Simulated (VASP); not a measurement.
Input of a VASP 6.6.1 run:

Contents of INCAR:

```
PREC = Accurate
ENCUT = 520
EDIFF = 1E-7
ISMEAR = 1
SIGMA = 1.0
LREAL = F
LASPH = T
NELM = 100
ALGO = Normal
ISIF = 2
LWAVE = F
LCHARG = F
GGA = PE
NBANDS = 22
```

KPOINTS

```
regular mesh
0
Gamma
  8 8 8
```

File POSCAR:

```
Bi
1.0
    2.2924582305      1.3235513765      4.0467531177
   -2.2924582305      1.3235513765      4.0467531177
    0.0000000000     -2.6471027530      4.0467531177
Bi
2
Direct
    0.2337113826      0.2337113826      0.2337113826
    0.7662886174      0.7662886174      0.7662886174
```

Potentials or basis: VASP PAW PBE potentials, release 64 (Bi_d).

The run is started by

```sh
$ cat potpaw_PBE.64/Bi_d/POTCAR > POTCAR
$ mpirun -np 1 vasp_std > vasp.out
```

(1) Predict the largest force.

(2) What does it give for the band gap on the k mesh?

(3) What does it give for the pressure?

Results:

(1) 0.012 eV/Å.

(2) zero (band 15 reaches 5.77 eV, above the bottom of band 16 at 5.61 eV).

(3) -0.3 GPa.

Caveat: spin-orbit coupling is left out, which moves the levels of the heavy elements.
